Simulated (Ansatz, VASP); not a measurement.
## One calculation of Bi, two programs

File INCAR:

```
SYSTEM = Bi
  PREC = Accurate
  ENCUT = 520
  EDIFF = 1E-6
  ISMEAR = 0
  SIGMA = 0.15
  LREAL = .FALSE.
  LASPH = .TRUE.
  NELM = 60
  ALGO = Fast
  ISIF = 2
  LWAVE = .FALSE.
  LCHARG = .FALSE.
  GGA = PS
  IVDW = 12
  NBANDS = 14
```

KPOINTS

```
Automatic mesh
0
G
  18 18 18
  0 0 0
```

The input POSCAR:

```
Bi
1.0
   -1.9012195343      1.9012195343      2.0487541702
    1.9012195343     -1.9012195343      2.0487541702
    1.9012195343      1.9012195343     -2.0487541702
Bi
1
Direct
    0.0000000000      0.0000000000      0.0000000000
```

Input for Ansatz:

```yaml
crystal:
  lattice:
    - [-1.9012195343, 1.9012195343, 2.0487541702]
    - [1.9012195343, -1.9012195343, 2.0487541702]
    - [1.9012195343, 1.9012195343, -2.0487541702]
  atoms:
    - { symbol: Bi, position: [0.0, 0.0, 0.0] }
basis:
  ecutwfc: 420
kpoints:
  mp_grid: { grid: [18, 18, 18] }
hamiltonian:
  xc: pbesol
  pseudopotentials: { kind: paw }
  dispersion: d3bj
scf:
  occupations: { method: gaussian, width: 0.15 }
output:
  forces: true
  stress: true
  eigenvalues: true
```

Alike in both runs: task single point; functional PBEsol; dispersion D3(BJ); k mesh 18 × 18 × 18; occupations gaussian, width 0.15 eV; no spin polarisation.

|  | VASP | Ansatz |
| --- | --- | --- |
| version | VASP 6.6.1 | Ansatz 0.2.0 |
| potentials or method | VASP PAW PBE potentials, release 64 (Bi_d), cutoff 520 eV | scalar-relativistic, plane waves, PAW |
| valence electrons in the cell | 15 | 15 |

|  | VASP | Ansatz | Ansatz less VASP |
| --- | --- | --- | --- |
| gap on the k mesh at the Fermi level (eV) | none | none | - |
| pressure (GPa) | -2.2 | -2.2 | +0.01 |
| traceless stress, the component that is largest in VASP (GPa) | -0.64 | -0.64 | -0.005 |

VASP's potentials were made for PBE, not for PBEsol. A gap of «none» marks a metal or a gap that the smearing closes.

Spin-orbit coupling is off throughout.
